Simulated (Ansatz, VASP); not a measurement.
Given: the input of a run of VASP 6.6.1 on Pd.

File INCAR:

```
PREC = Accurate
ENCUT = 520
EDIFF = 1E-7
ISMEAR = -1
SIGMA = 0.05
LREAL = False
LASPH = True
NELM = 100
ALGO = Normal
ISIF = 2
LWAVE = False
LCHARG = True
LELF = True
LVHAR = True
NBANDS = 17
```

Contents of KPOINTS:

```
Automatic mesh
0
Gamma
  11 11 6
```

File POSCAR:

```
Pd
1.0
    2.8382605740      0.0000000000      0.0000000000
   -1.4191302870      2.4580057597      0.0000000000
    0.0000000000      0.0000000000      4.7196786564
Pd
2
Direct
    0.3333333333      0.6666666667      0.2500000000
    0.6666666667      0.3333333333      0.7500000000
```

Potentials or basis: VASP PAW LDA potentials, release 64 (Pd).

Command:

```bash
$ cat potpaw_LDA.64/Pd/POTCAR > POTCAR
$ mpirun -np 1 vasp_std > vasp.out
```

Problem. Translate it to Ansatz 0.2.0. Potentials there: all-electron LAPW, scalar-relativistic.

Solution. As run (the cutoff follows the program's own potentials):

input.yaml

```yaml
crystal:
  lattice:
    - [2.838260574, 0.0, 0.0]
    - [-1.419130287, 2.4580057597, 0.0]
    - [0.0, 0.0, 4.7196786564]
  atoms:
    - { symbol: Pd, position: [0.3333333333, 0.6666666667, 0.25] }
    - { symbol: Pd, position: [0.6666666667, 0.3333333333, 0.75] }
kpoints:
  mp_grid: { grid: [11, 11, 6] }
scf:
  occupations: { method: fermi_dirac, width: 0.05 }
hamiltonian:
  xc: lda
  pseudopotentials: { kind: all_electron, lapw: { basis_error: 0.001 } }
output:
  forces: true
  stress: true
  eigenvalues: true
```

Potentials or basis: all-electron LAPW, scalar-relativistic.

Launch:

```bash
$ ansatz run input.yaml --threads 1 --pin off --max-ram 3072MiB --backend cpu --events-out ev --progress --plain --runs-dir out
```

Both were run:

|  | VASP | Ansatz | Ansatz less VASP |
| --- | --- | --- | --- |
| gap on the k mesh at the Fermi level (eV) | none | none | - |
| pressure (GPa) | -21.9 | -22.1 | -0.27 |
| traceless stress, the component that is largest in VASP (GPa) | 0.35 | 0.46 | +0.107 |

LDA's correlation is that of Perdew and Zunger in VASP and of Perdew and Wang (1992) in Ansatz. A gap of «none» marks a metal or a gap that the smearing closes. Ansatz ran all-electron here, and VASP with PAW potentials.
